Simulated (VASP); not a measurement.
# Na2Zn2Sn (I4/mmm) in VASP: single point with PBE

Aim: the single point of Na2Zn2Sn with PBE.

All numbers are computed with VASP 6.6.1; they aren't measurements. Logs are shortened: lines on timing, memory, paths and dates and some standing lists are left out, and cuts for length are marked.

**1. The cell of the first run**

Symmetry: I4/mmm, No. 139, tetragonal system. Conventional cell: a = 4.239 Å, b = 4.239 Å, c = 13.512 Å, α = 90.00°, β = 90.00°, γ = 90.00°. Within 4.0 Å of Na (site symmetry -4m2) lie 4 Na at 3.00 Å and 4 Zn at 3.02 Å and 4 Sn at 3.99 Å. Within 3.3 Å of Zn (site symmetry 4mm) lie 1 Zn at 2.46 Å and 4 Na at 3.02 Å and 4 Sn at 3.24 Å. Within 4.3 Å of Sn (site symmetry 4/mmm) lie 8 Zn at 3.24 Å and 8 Na at 3.99 Å and 4 Sn at 4.24 Å.

**2. Single point, PBE**

The input, INCAR:

```
ALGO = Fast
EDIFF = 1E-6
ENCUT = 520
GGA = PE
ISIF = 2
ISMEAR = 0
LASPH = True
LCHARG = True
LELF = True
LREAL = False
LVHAR = True
LWAVE = False
NBANDS = 34
NELM = 100
PREC = Accurate
SIGMA = 0.1
```

The input, KPOINTS:

```
k-points
0
Gamma
  12 12 12
```

The input, POSCAR:

```
Na2Zn2Sn
1.0
   -2.1194439511      2.1194439511      6.7558851235
    2.1194439511     -2.1194439511      6.7558851235
    2.1194439511      2.1194439511     -6.7558851235
Na Zn Sn
2 2 1
Direct
    0.2500000000      0.7500000000      0.5000000000
    0.7500000000      0.2500000000      0.5000000000
    0.5911685233      0.5911685233      0.0000000000
    0.4088314767      0.4088314767      0.0000000000
    0.0000000000      0.0000000000      0.0000000000
```

Potentials or basis: VASP PAW PBE potentials, release 64 (Na_pv, Zn, Sn_d).

Run with:

```sh
> cat potpaw_PBE.64/Na_pv/POTCAR potpaw_PBE.64/Zn/POTCAR potpaw_PBE.64/Sn_d/POTCAR > POTCAR
> mpirun -np 1 vasp_std > vasp.out
```

OUTCAR:

```text
EDIFF = 1E-6
   ENCUT = 520
   GGA = PE
   ISIF = 2
   ISMEAR = 0
   LASPH = True
   LREAL = False
   NELM = 100
   PREC = Accurate

 ion  position               nearest neighbor table
   1  0.250  0.750  0.500-
   2  0.750  0.250  0.500-
   3  0.591  0.591  0.000-   4 2.46   5 3.24   5 3.24   5 3.24   5 3.24
   4  0.409  0.409  0.000-   3 2.46   5 3.24   5 3.24   5 3.24   5 3.24
   5  0.000  0.000  0.000-   3 3.24   3 3.24   3 3.24   4 3.24   3 3.24   4 3.24   4 3.24   4 3.24

  LATTYP: Found a body centered tetragonal cell.
 ALAT       =     4.2388879022
 C/A-ratio  =     3.1875743258

  Lattice vectors:

 A1 = (  -2.1194439511,   2.1194439511,   6.7558851235)
 A2 = (   2.1194439511,  -2.1194439511,   6.7558851235)
 A3 = (   2.1194439511,   2.1194439511,  -6.7558851235)

Analysis of symmetry for initial positions (statically):
=====================================================================
 Subroutine PRICEL returns:
 Original cell was already a primitive cell.

 Routine SETGRP: Setting up the symmetry group for a
 body centered tetragonal supercell.

 Subroutine GETGRP returns: Found 16 space group operations
 (whereof 16 operations were pure point group operations)
 out of a pool of 16 trial point group operations.

The static configuration has the point symmetry D_4h.

Analysis of symmetry for dynamics (positions and initial velocities):
=====================================================================
 Subroutine PRICEL returns:
 Original cell was already a primitive cell.

 Routine SETGRP: Setting up the symmetry group for a
 body centered tetragonal supercell.

 Subroutine GETGRP returns: Found 16 space group operations
 (whereof 16 operations were pure point group operations)
 out of a pool of 16 trial point group operations.

The dynamic configuration has the point symmetry D_4h.

 Subroutine INISYM returns: Found 16 space group operations
 (whereof 16 operations are pure point group operations),
 and found     1 'primitive' translations

----------------------------------------------------------------------------------------

                                     Primitive cell

  volume of cell :     121.3909

  direct lattice vectors                    reciprocal lattice vectors
    -2.119443951  2.119443951  6.755885123     0.000000000  0.235910933  0.074009547
     2.119443951 -2.119443951  6.755885123     0.235910933  0.000000000  0.074009547
     2.119443951  2.119443951 -6.755885123     0.235910933  0.235910933  0.000000000

  length of vectors
     7.390945077  7.390945077  7.390945077     0.247247612  0.247247612  0.333628441

  position of ions in fractional coordinates (direct lattice)
     0.250000000  0.750000000  0.500000000
     0.750000000  0.250000000  0.500000000
     0.591168523  0.591168523  0.000000000
     0.408831477  0.408831477  0.000000000
     0.000000000  0.000000000  0.000000000

  ion indices of the primitive-cell ions
   primitive index   ion index
                 1           1
                 2           2
                 3           3
                 4           4
                 5           5

----------------------------------------------------------------------------------------

 KPOINTS: k-points

Automatic generation of k-mesh.
 Grid dimensions read from file:
 generate k-points for:   12   12   12

 Generating k-lattice:

  Cartesian coordinates                     Fractional coordinates (reciprocal lattice)
     0.000000000  0.019659244  0.006167462     0.083333333  0.000000000 -0.000000000
     0.019659244  0.000000000  0.006167462     0.000000000  0.083333333 -0.000000000
     0.019659244  0.019659244  0.000000000     0.000000000  0.000000000  0.083333333

  Length of vectors
     0.020603968  0.020603968  0.027802370

  Shift w.r.t. Gamma in fractional coordinates (k-lattice)
     0.000000000  0.000000000  0.000000000

 Subroutine IBZKPT returns following result:
 ===========================================

 Found    163 irreducible k-points:

 Following reciprocal coordinates:
            Coordinates               Weight
  0.000000  0.000000  0.000000      1.000000
  0.083333 -0.000000  0.000000      8.000000
  0.166667  0.000000 -0.000000      8.000000
  0.250000  0.000000 -0.000000      8.000000
  0.333333  0.000000 -0.000000      8.000000
  0.416667 -0.000000  0.000000      8.000000
[... 16 lines left out ...]
  0.500000  0.166667 -0.000000     16.000000
 -0.416667  0.166667 -0.000000     16.000000
 [... further k-points ...]
   k-points           NKPTS =    163   k-points in BZ     NKDIM =    163   number of bands    NBANDS=     34
   number of dos      NEDOS =    301   number of ions     NIONS =      5
   total plane-waves  NPLWV = 175616
   dimension x,y,z NGX =    56 NGY =   56 NGZ =   56
   dimension x,y,z NGXF=   112 NGYF=  112 NGZF=  112
   ions per type =               2   2   1
   NGX,Y,Z   is equivalent  to a cutoff of  12.60, 12.60, 12.60 a.u.
   NGXF,Y,Z  is equivalent  to a cutoff of  25.19, 25.19, 25.19 a.u.
 SYSTEM =  unknown system
   PREC   = accura    normal or accurate (medium, high low for compatibility)
   ISTART =      0    job   : 0-new  1-cont  2-samecut
   ICHARG =      2    charge: 1-file 2-atom 10-const
   ISPIN  =      1    spin polarized calculation?
   LNONCOLLINEAR =      F non collinear calculations
   LSORBIT =      F    spin-orbit coupling
   LASPH  =      T    aspherical Exc in radial PAW
   ENCUT  =  520.0 eV  38.22 Ry    6.18 a.u.  13.74 13.74 13.74*2*pi/ulx,y,z
   NELM   =    100;   NELMIN=  2; NELMDL= -5     # of ELM steps
   EDIFF  = 0.1E-05   stopping-criterion for ELM
   LREAL  =      F    real-space projection
   EDIFFG = 0.1E-04   stopping-criterion for IOM
   NSW    =      0    number of steps for IOM
   IBRION =     -1    ionic relax: 0-MD 1-quasi-New 2-CG
   NFREE  =      0    steps in history (QN), initial steepest desc. (CG)
   ISIF   =      2    stress and relaxation
   ISYM   =      2    0-nonsym 1-usesym 2-fastsym
   POTIM  = 0.5000    time-step for ionic-motion
   TEBEG  =    0.0;   TEEND  =   0.0 temperature during run
   PSTRESS=    0.0 pullay stress
   NELECT =      52.0000    total number of electrons
   NUPDOWN=      -1.0000    fix difference up-down
   EMIN   =  10.00;   EMAX   =-10.00  energy-range for DOS
   EFERMI =   0.00;   METHOD = LEGACY
   ISMEAR =     0;   SIGMA  =   0.10  broadening in eV -4-tet -1-fermi 0-gaus
   EFERMI_NEDOS =   21; number of points for ismear=-14 and -15
   IALGO  =     68    algorithm
   IMIX   =      4    mixing-type and parameters
     AMIX     =   0.40;   BMIX     =  1.00
     AMIX_MAG =   1.60;   BMIX_MAG =  1.00
  volume/ion in A,a.u.               =      24.28       163.84
  Fermi-wavevector in a.u.,A,eV,Ry     =   1.234091  2.332094 20.721414  1.522981
  Thomas-Fermi vector in A             =   2.368795
   LORBIT       =      0    0 simple, 1 ext, 2 COOP (PROOUT), +10 PAW based schemes
   GGA     = PE    functional components
   LHFCALC =     F    Hartree Fock is set to
   AEXX    =    0.0000 exact exchange contribution
   IVDW    =     0    specifies the selected vdW correction
   LEPSILON=     F    determine dielectric tensor
   LRPA    =     F    only Hartree local field effects (RPA)
 non-spin polarized calculation
 RMM-DIIS sequential band-by-band and
 Gauss-broadening in eV      SIGMA  =   0.10
  energy-cutoff  :      520.00
  volume of cell :      121.39
 maximum number of plane-waves:      3289
   NGX = 27   NGY = 27   NGZ = 27

 number of electron      52.0000020 magnetization

 Free energy of the ion-electron system (eV)
  ---------------------------------------------------
  ext. energy  EPLUGINS =         0.00000000
  ---------------------------------------------------
  free energy    TOTEN  =        -7.90474935 eV

  energy without entropy =       -7.89001740  energy(sigma->0) =       -7.89738337

 E-fermi :   2.5922     XC(G=0):  -8.9672

 val. band max:        2.5741147234   @ k =  -0.2500   0.3333   0.0833
 cond. band min:       2.5926354372   @ k =   0.3333   0.1667  -0.0000
 fundamental gap:      0.0185207139
 Fermi energy:         2.5922167546

 k-point     1 :       0.0000    0.0000    0.0000
  band No.  band energies     occupation
      1     -22.0029      2.00000
      2     -22.0029      2.00000
      3     -21.9036      2.00000
      4     -21.8696      2.00000
      5     -21.8696      2.00000
      6     -21.8648      2.00000
[... 26 lines left out ...]
     33       9.2328      0.00000
     34       9.3684      0.00000

 k-point     2 :       0.0833   -0.0000    0.0000
  band No.  band energies     occupation
      1     -22.0010      2.00000
      2     -22.0006      2.00000
      3     -21.9029      2.00000
      4     -21.8723      2.00000
      5     -21.8719      2.00000
      6     -21.8654      2.00000
[... 26 lines left out ...]
     33       9.0294      0.00000
     34       9.3760      0.00000

 k-point     3 :       0.1667    0.0000   -0.0000
  band No.  band energies     occupation
      1     -21.9955      2.00000
      2     -21.9939      2.00000
      3     -21.9008      2.00000
      4     -21.8801      2.00000
      5     -21.8785      2.00000
      6     -21.8672      2.00000
[... 26 lines left out ...]
     33       8.6492      0.00000
     34       8.7292      0.00000
[... 704 lines left out ...]
 k-point    23 :       0.5000    0.1667   -0.0000
  band No.  band energies     occupation
      1     -21.9829      2.00000
      2     -21.9829      2.00000
      3     -21.8969      2.00000
      4     -21.8969      2.00000
      5     -21.8835      2.00000
      6     -21.8834      2.00000
[... 26 lines left out ...]
     33       8.1078      0.00000
     34       8.4901      0.00000

 k-point    24 :      -0.4167    0.1667   -0.0000
  band No.  band energies     occupation
      1     -21.9960      2.00000
      2     -21.9664      2.00000
      3     -21.9132      2.00000
      4     -21.8878      2.00000
      5     -21.8832      2.00000
      6     -21.8791      2.00000
[... 26 lines left out ...]
     33       7.9677      0.00000
     34       8.8372      0.00000

 [... further k-points ...]

------------------------ aborting loop because EDIFF is reached ----------------------------------------

  FORCE on cell =-STRESS in cart. coord.  units (eV):
  Direction    XX          YY          ZZ          XY          YZ          ZX
  --------------------------------------------------------------------------------------
  -------------------------------------------------------------------------------------
  Total        0.0325184      0.0325184      0.0641109      0.0000000     -0.0000000      0.0000000
  in kB        0.4291942      0.4291942      0.8461672      0.0000000     -0.0000000      0.0000000
  external PRESSURE =       0.5681852 kB  Pullay stress =       0.0000000 kB

 VOLUME and BASIS-vectors are now :
 -----------------------------------------------------------------------------
  energy-cutoff  :      520.00
  volume of cell :      121.39
      direct lattice vectors                 reciprocal lattice vectors
    -2.119443951  2.119443951  6.755885123     0.000000000  0.235910933  0.074009547
     2.119443951 -2.119443951  6.755885123     0.235910933  0.000000000  0.074009547
     2.119443951  2.119443951 -6.755885123     0.235910933  0.235910933  0.000000000

 POSITION                                       TOTAL-FORCE (eV/Angst)
 -----------------------------------------------------------------------------------
      2.11944      0.00000      3.37794        -0.000000     -0.000000      0.000000
      0.00000      2.11944      3.37794        -0.000000     -0.000000      0.000000
      0.00000      0.00000      7.98773        -0.000000     -0.000000      0.014403
      0.00000      0.00000      5.52404         0.000000      0.000000     -0.014403
      0.00000      0.00000      0.00000        -0.000000     -0.000000      0.000000
 -----------------------------------------------------------------------------------
    total drift:                                0.000000     -0.000000      0.000000

  FREE ENERGIE OF THE ION-ELECTRON SYSTEM (eV)
  ---------------------------------------------------
  free  energy   TOTEN  =        -7.9047493507 eV

  energy  without entropy=       -7.8900173974  energy(sigma->0) =       -7.89738337
```

Run time: 20 min. Hardware: 1 thread of Intel Xeon Platinum 8488C (Sapphire Rapids), shared host; peak memory 0.87 GiB.

What came out:

```
Free energy            : -7.9047 eV
Pressure               : 0.1 GPa
Largest force          : 0.014 eV/Å
Band gap on the k mesh : zero (bands 26 and 27 overlap by 1.67 eV)
```

Forces in eV/Å, atoms in the order of the input:
```
Na   0.000  0.000  0.000
Na   0.000  0.000  0.000
Zn   0.000  0.000  0.014
Zn   0.000  0.000 -0.014
Sn   0.000  0.000  0.000
```

Levels at points of the mesh, in eV from the Fermi level:
```
           k point  band 22  band 23  band 24  band 25  band 26  band 27  band 28  band 29  band 30  band 31
(0.00, 0.00, 0.00)    -6.84    -3.61    -2.91    -0.59     0.26     0.26     1.95     3.62     3.62     4.58
(0.50, 0.00, 0.00)    -6.62    -5.50    -2.71    -1.85     0.16     1.45     2.12     3.02     3.42     3.73
(0.50, 0.50, 0.00)    -5.50    -3.93    -2.62    -2.46    -1.72     0.19     0.59     0.75     1.70     3.13
(0.50, 0.50, 0.50)    -6.83    -4.80    -1.59     0.18     0.18     1.10     1.26     3.71     4.39     4.47
```

Caveat: spin-orbit coupling is left out, which moves the levels of the heavy elements.
